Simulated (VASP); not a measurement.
# Hf (P6_3/mmc) in VASP: single point with PBE+D3(BJ)

Aim: the single point of Hf with PBE+D3(BJ).

Everything below comes from runs of VASP 6.6.1. Logs are shortened: lines on timing, memory, paths and dates and some standing lists are left out, and cuts for length are marked.

## (1) The cell of the first run

It takes space group P6_3/mmc (No. 194, hexagonal). Conventional cell: a = 3.170 Å, b = 3.170 Å, c = 5.020 Å, α = 90.00°, β = 90.00°, γ = 120.00°. Hf (site symmetry -6m2) has 12 Hf at 3.11 to 3.17 Å within 4.1 Å.

## (2) Single point, PBE+D3(BJ)

Input file INCAR:

```
PREC = Accurate
ENCUT = 520
EDIFF = 1E-7
ISMEAR = 0
SIGMA = 0.1
LREAL = F
LASPH = T
NELM = 100
ALGO = Fast
ISIF = 2
LWAVE = F
LCHARG = T
GGA = PE
IVDW = 12
LELF = T
LVHAR = T
NBANDS = 17
```

Input file KPOINTS:

```
Automatic mesh
0
Gamma
  18 18 8
```

Input file POSCAR:

```
Hf
1.0
    3.1698499972      0.0000000000      0.0000000000
   -1.5849249986      2.7451706237      0.0000000000
    0.0000000000      0.0000000000      5.0196956469
Hf
2
Direct
    0.3333333333      0.6666666667      0.2500000000
    0.6666666667      0.3333333333      0.7500000000
```

Potentials or basis: VASP PAW PBE potentials, release 64 (Hf_pv).

The run is started by

```
> cat potpaw_PBE.64/Hf_pv/POTCAR > POTCAR
> mpirun -np 1 vasp_std > vasp.out
```

OUTCAR:

```text
PREC = Accurate
   ENCUT = 520
   EDIFF = 1E-7
   ISMEAR = 0
   LREAL = F
   LASPH = T
   NELM = 100
   ISIF = 2
   GGA = PE
   IVDW = 12
 IVDW          = 12

 ion  position               nearest neighbor table
   1  0.333  0.667  0.250-   2 3.11   2 3.11   2 3.11   2 3.11   2 3.11   2 3.11
   2  0.667  0.333  0.750-   1 3.11   1 3.11   1 3.11   1 3.11   1 3.11   1 3.11

  LATTYP: Found a hexagonal cell.
 ALAT       =     3.1698499972
 C/A-ratio  =     1.5835751380

  Lattice vectors:

 A1 = (   3.1698499972,   0.0000000000,   0.0000000000)
 A2 = (  -1.5849249986,   2.7451706237,   0.0000000000)
 A3 = (   0.0000000000,   0.0000000000,   5.0196956469)

Analysis of symmetry for initial positions (statically):
=====================================================================
 Subroutine PRICEL returns:
 Original cell was already a primitive cell.

 Routine SETGRP: Setting up the symmetry group for a
 hexagonal supercell.

 Subroutine GETGRP returns: Found 24 space group operations
 (whereof 12 operations were pure point group operations)
 out of a pool of 24 trial point group operations.

The static configuration has the point symmetry D_3d.
 The point group associated with its full space group is D_6h.

Analysis of symmetry for dynamics (positions and initial velocities):
=====================================================================
 Subroutine PRICEL returns:
 Original cell was already a primitive cell.

 Routine SETGRP: Setting up the symmetry group for a
 hexagonal supercell.

 Subroutine GETGRP returns: Found 24 space group operations
 (whereof 12 operations were pure point group operations)
 out of a pool of 24 trial point group operations.

The dynamic configuration has the point symmetry D_3d.
 The point group associated with its full space group is D_6h.

 Subroutine INISYM returns: Found 24 space group operations
 (whereof 12 operations are pure point group operations),
 and found     1 'primitive' translations

----------------------------------------------------------------------------------------

                                     Primitive cell

  volume of cell :      43.6803

  direct lattice vectors                    reciprocal lattice vectors
     3.169849997  0.000000000  0.000000000     0.315472341  0.182138041  0.000000000
    -1.584924999  2.745170624  0.000000000     0.000000000  0.364276082  0.000000000
     0.000000000  0.000000000  5.019695647     0.000000000  0.000000000  0.199215265

  length of vectors
     3.169849997  3.169849997  5.019695647     0.364276082  0.364276082  0.199215265

  position of ions in fractional coordinates (direct lattice)
     0.333333333  0.666666667  0.250000000
     0.666666667  0.333333333  0.750000000

  ion indices of the primitive-cell ions
   primitive index   ion index
                 1           1
                 2           2

----------------------------------------------------------------------------------------

 KPOINTS: Automatic mesh

Automatic generation of k-mesh.
 Grid dimensions read from file:
 generate k-points for:   18   18    8

 Generating k-lattice:

  Cartesian coordinates                     Fractional coordinates (reciprocal lattice)
     0.017526241  0.010118780  0.000000000     0.055555556  0.000000000  0.000000000
     0.000000000  0.020237560  0.000000000     0.000000000  0.055555556  0.000000000
     0.000000000  0.000000000  0.024901908     0.000000000  0.000000000  0.125000000

  Length of vectors
     0.020237560  0.020237560  0.024901908

  Shift w.r.t. Gamma in fractional coordinates (k-lattice)
     0.000000000  0.000000000  0.000000000

 Subroutine IBZKPT returns following result:
 ===========================================

 Found    185 irreducible k-points:

 Following reciprocal coordinates:
            Coordinates               Weight
  0.000000  0.000000  0.000000      1.000000
  0.055556 -0.000000  0.000000      6.000000
  0.111111 -0.000000  0.000000      6.000000
  0.166667  0.000000  0.000000      6.000000
  0.222222  0.000000  0.000000      6.000000
  0.277778 -0.000000  0.000000      6.000000
[... 16 lines left out ...]
  0.333333  0.111111  0.000000     12.000000
  0.388889  0.111111  0.000000     12.000000
 [... further k-points ...]
   k-points           NKPTS =    185   k-points in BZ     NKDIM =    185   number of bands    NBANDS=     17
   number of dos      NEDOS =    301   number of ions     NIONS =      2
   total plane-waves  NPLWV =  23040
   dimension x,y,z NGX =    24 NGY =   24 NGZ =   40
   dimension x,y,z NGXF=    48 NGYF=   48 NGZF=   80
   ions per type =               2
   NGX,Y,Z   is equivalent  to a cutoff of  12.59, 12.59, 13.25 a.u.
   NGXF,Y,Z  is equivalent  to a cutoff of  25.17, 25.17, 26.49 a.u.
 SYSTEM =  unknown system
   PREC   = accura    normal or accurate (medium, high low for compatibility)
   ISTART =      0    job   : 0-new  1-cont  2-samecut
   ICHARG =      2    charge: 1-file 2-atom 10-const
   ISPIN  =      1    spin polarized calculation?
   LNONCOLLINEAR =      F non collinear calculations
   LSORBIT =      F    spin-orbit coupling
   LASPH  =      T    aspherical Exc in radial PAW
   ENCUT  =  520.0 eV  38.22 Ry    6.18 a.u.   5.89  5.89  9.33*2*pi/ulx,y,z
   NELM   =    100;   NELMIN=  2; NELMDL= -5     # of ELM steps
   EDIFF  = 0.1E-06   stopping-criterion for ELM
   LREAL  =      F    real-space projection
   EDIFFG = 0.1E-05   stopping-criterion for IOM
   NSW    =      0    number of steps for IOM
   IBRION =     -1    ionic relax: 0-MD 1-quasi-New 2-CG
   NFREE  =      0    steps in history (QN), initial steepest desc. (CG)
   ISIF   =      2    stress and relaxation
   ISYM   =      2    0-nonsym 1-usesym 2-fastsym
   POTIM  = 0.5000    time-step for ionic-motion
   TEBEG  =    0.0;   TEEND  =   0.0 temperature during run
   PSTRESS=    0.0 pullay stress
   NELECT =      20.0000    total number of electrons
   NUPDOWN=      -1.0000    fix difference up-down
   EMIN   =  10.00;   EMAX   =-10.00  energy-range for DOS
   EFERMI =   0.00;   METHOD = LEGACY
   ISMEAR =     0;   SIGMA  =   0.10  broadening in eV -4-tet -1-fermi 0-gaus
   EFERMI_NEDOS =   21; number of points for ismear=-14 and -15
   IALGO  =     68    algorithm
   IMIX   =      4    mixing-type and parameters
     AMIX     =   0.40;   BMIX     =  1.00
     AMIX_MAG =   1.60;   BMIX_MAG =  1.00
  volume/ion in A,a.u.               =      21.84       147.38
  Fermi-wavevector in a.u.,A,eV,Ry     =   1.261798  2.384452 21.662286  1.592133
  Thomas-Fermi vector in A             =   2.395238
   LORBIT       =      0    0 simple, 1 ext, 2 COOP (PROOUT), +10 PAW based schemes
   GGA     = PE    functional components
   LHFCALC =     F    Hartree Fock is set to
   AEXX    =    0.0000 exact exchange contribution
   IVDW    =    12    specifies the selected vdW correction
   LEPSILON=     F    determine dielectric tensor
   LRPA    =     F    only Hartree local field effects (RPA)
 non-spin polarized calculation
 RMM-DIIS sequential band-by-band and
 Gauss-broadening in eV      SIGMA  =   0.10
  energy-cutoff  :      520.00
  volume of cell :       43.68
 maximum number of plane-waves:      1200
 NGX is ok and might be reduce to    24
   NGX = 11   NGY = 11   NGZ = 19

 number of electron      19.9999998 magnetization

 Free energy of the ion-electron system (eV)
  ---------------------------------------------------
  ext. energy  EPLUGINS =         0.00000000
  ---------------------------------------------------
  free energy    TOTEN  =       -19.84271063 eV

  energy without entropy =      -19.83610063  energy(sigma->0) =      -19.83940563

 E-fermi :   5.1038     XC(G=0): -11.3931

 val. band max:        5.1030146115   @ k =   0.2778   0.2778   0.2500
 cond. band min:       5.1296939142   @ k =   0.3333   0.2778   0.2500
 fundamental gap:      0.0266793026
 Fermi energy:         5.1037715700

 k-point     1 :       0.0000    0.0000    0.0000
  band No.  band energies     occupation
      1     -25.9704      2.00000
      2     -25.1657      2.00000
      3     -25.1657      2.00000
      4     -25.0327      2.00000
      5     -25.0286      2.00000
      6     -25.0286      2.00000
[... 9 lines left out ...]
     16       7.7843      0.00000
     17      10.5525      0.00000

 k-point     2 :       0.0556   -0.0000    0.0000
  band No.  band energies     occupation
      1     -25.9617      2.00000
      2     -25.1845      2.00000
      3     -25.1721      2.00000
      4     -25.0485      2.00000
      5     -25.0367      2.00000
      6     -25.0311      2.00000
[... 9 lines left out ...]
     16       7.6887      0.00000
     17      10.6333      0.00000

 k-point     3 :       0.1111   -0.0000    0.0000
  band No.  band energies     occupation
      1     -25.9361      2.00000
      2     -25.2386      2.00000
      3     -25.1900      2.00000
      4     -25.1052      2.00000
      5     -25.0485      2.00000
      6     -25.0385      2.00000
[... 9 lines left out ...]
     16       7.4641      0.00000
     17      10.8275      0.00000

 k-point     4 :       0.1667    0.0000    0.0000
  band No.  band energies     occupation
      1     -25.8952      2.00000
      2     -25.3215      2.00000
      3     -25.2166      2.00000
      4     -25.1898      2.00000
      5     -25.0684      2.00000
      6     -25.0504      2.00000
[... 9 lines left out ...]
     16       7.8808      0.00000
     17      11.0635      0.00000
[... 343 lines left out ...]
      1     -25.6919      2.00000
      2     -25.6214      2.00000
      3     -25.5113      2.00000
      4     -25.3238      2.00000
      5     -25.1852      2.00000
      6     -25.1419      2.00000
[... 9 lines left out ...]
     16      10.4664      0.00000
     17      11.3837      0.00000

 k-point    23 :       0.3333    0.1111    0.0000
  band No.  band energies     occupation
      1     -25.6981      2.00000
      2     -25.6274      2.00000
      3     -25.5626      2.00000
      4     -25.3621      2.00000
      5     -25.2297      2.00000
      6     -25.1592      2.00000
[... 9 lines left out ...]
     16      11.2949      0.00000
     17      11.4402      0.00000

 k-point    24 :       0.3889    0.1111    0.0000
  band No.  band energies     occupation
      1     -25.7478      2.00000
      2     -25.5959      2.00000
      3     -25.5750      2.00000
      4     -25.3868      2.00000
      5     -25.2689      2.00000
      6     -25.1705      2.00000
[... 9 lines left out ...]
     16      11.4707      0.00000
     17      12.0245      0.00000

 [... further k-points ...]

------------------------ aborting loop because EDIFF is reached ----------------------------------------

 Edisp (eV)   -0.92337

 E8    (eV) :    -0.4955

  FORCE on cell =-STRESS in cart. coord.  units (eV):
  Direction    XX          YY          ZZ          XY          YZ          ZX
  --------------------------------------------------------------------------------------
  -------------------------------------------------------------------------------------
  Total      -0.10904    -0.10904    -0.13726    -0.00000     0.00000    -0.00000
  in kB      -3.99964    -3.99964    -5.03470    -0.00000     0.00000    -0.00000
  external pressure =       -4.34 kB  Pullay stress =        0.00 kB

 VOLUME and BASIS-vectors are now :
 -----------------------------------------------------------------------------
  energy-cutoff  :      520.00
  volume of cell :       43.68
      direct lattice vectors                 reciprocal lattice vectors
     3.169849997  0.000000000  0.000000000     0.315472341  0.182138041  0.000000000
    -1.584924999  2.745170624  0.000000000     0.000000000  0.364276082  0.000000000
     0.000000000  0.000000000  5.019695647     0.000000000  0.000000000  0.199215265

 POSITION                                       TOTAL-FORCE (eV/Angst)
 -----------------------------------------------------------------------------------
     -0.00000      1.83011      1.25492        -0.000000      0.000000      0.000000
      1.58492      0.91506      3.76477         0.000000     -0.000000      0.000000
 -----------------------------------------------------------------------------------
    total drift:                               -0.000000      0.000000     -0.000000

  FREE ENERGIE OF THE ION-ELECTRON SYSTEM (eV)
  ---------------------------------------------------
  free  energy   TOTEN  =       -20.7660777193 eV

  energy  without entropy=      -20.7594677194  energy(sigma->0) =      -20.76277272
```

It took 47 s on 1 thread of Intel Xeon 6975P-C (Granite Rapids), shared host; peak memory 0.25 GiB.

Results:

```yaml
Free_energy: -20.7661 eV
Pressure: -0.4 GPa
Band_gap_on_the_k_mesh: zero (band 10 reaches 6.28 eV, above the bottom of band 11 at 4.69 eV)
Dispersion_energy_per_atom: -0.462 eV
```

Caveat: spin-orbit coupling is left out, which moves the levels of the heavy elements; pairwise dispersion overbinds metals, which lowers pressure and volume.
